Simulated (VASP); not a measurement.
Here is a VASP 6.6.1 calculation.

File INCAR:

```
PREC = Accurate
ENCUT = 520
EDIFF = 1E-6
ISMEAR = 0
SIGMA = 0.1
LREAL = F
LASPH = T
NELM = 80
ALGO = Normal
ISIF = 2
LWAVE = F
LCHARG = T
GGA = PE
LELF = T
LVHAR = T
NBANDS = 22
```

File KPOINTS:

```
Automatic mesh
0
Gamma
  15 15 6
```

Contents of POSCAR:

```
NaMoH4
1.0
    3.0193527956      0.0000000000      0.0000000000
   -1.5096763978      2.6148362240      0.0000000000
    0.0000000000      0.0000000000      6.3606016024
Na H Mo
1 4 1
Direct
    0.0000000000      0.0000000000      0.0000000000
    0.3333333333      0.6666666667      0.3389249162
    0.3333333333      0.6666666667      0.6610750838
    0.6666666667      0.3333333333      0.3389249162
    0.6666666667      0.3333333333      0.6610750838
    0.0000000000      0.0000000000      0.5000000000
```

Potentials or basis: VASP PAW PBE potentials, release 64 (Na_pv, H, Mo_sv).

Run with:

```bash
$ cat potpaw_PBE.64/Na_pv/POTCAR potpaw_PBE.64/H/POTCAR potpaw_PBE.64/Mo_sv/POTCAR > POTCAR
$ mpirun -np 1 vasp_std > vasp.out
```

(1) Estimate the largest force.

(2) Estimate the pressure.

## Answers

(1) 0.004 eV/Å.

(2) 0.0 GPa.
